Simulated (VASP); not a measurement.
VN2:

```
V N
1.0
    -2.15075    2.15075    2.49135
     2.15075   -2.15075    2.49135
     2.15075    2.15075   -2.49135
V N
2 4
Direct
  0.25000 0.25000 0.00000
  0.75000 0.75000 0.00000
  0.11510 0.61510 0.73020
  0.61510 0.88490 0.50000
  0.88490 0.38490 0.26980
  0.38490 0.11510 0.50000
```

Base run:

| Quantity | Value |
| --- | --- |
| Program | VASP 6.6.1 |
| Functional | PBEsol |
| Potentials or basis | VASP PAW PBE potentials, release 64 (V_sv, N) |
| Cutoff | 520 eV |
| k mesh | 12 × 12 × 12 |
| Occupations | fermi-dirac, width 0.5 eV |
| Spin | no spin polarisation |

Its results: band gap on the k mesh zero (band 23 reaches 11.61 eV, above the bottom of band 24 at 11.22 eV); pressure -5.6 GPa; largest force 0.574 eV/Å.

Task: After a change of settings the same cell gave: band gap on the k mesh zero (band 23 reaches 11.56 eV, above the bottom of band 24 at 11.20 eV); pressure -10.9 GPa; largest force 0.383 eV/Å. Which change was it?
A. k mesh from 12 × 12 × 12 to 2 × 2 × 2; occupations from fermi-dirac, width 0.5 eV to gaussian, width 0.1 eV
B. k mesh from 12 × 12 × 12 to 1 × 1 × 1; occupations from fermi-dirac, width 0.5 eV to gaussian, width 0.1 eV
C. occupations from fermi-dirac, width 0.5 eV to methfessel-paxton, width 0.05 eV
D. occupations from fermi-dirac, width 0.5 eV to gaussian, width 0.5 eV

Result: C.

Caveats: the PAW data sets were made with another functional, which shifts forces and pressure a little; the run has no spin polarisation, though such a crystal can be magnetic.
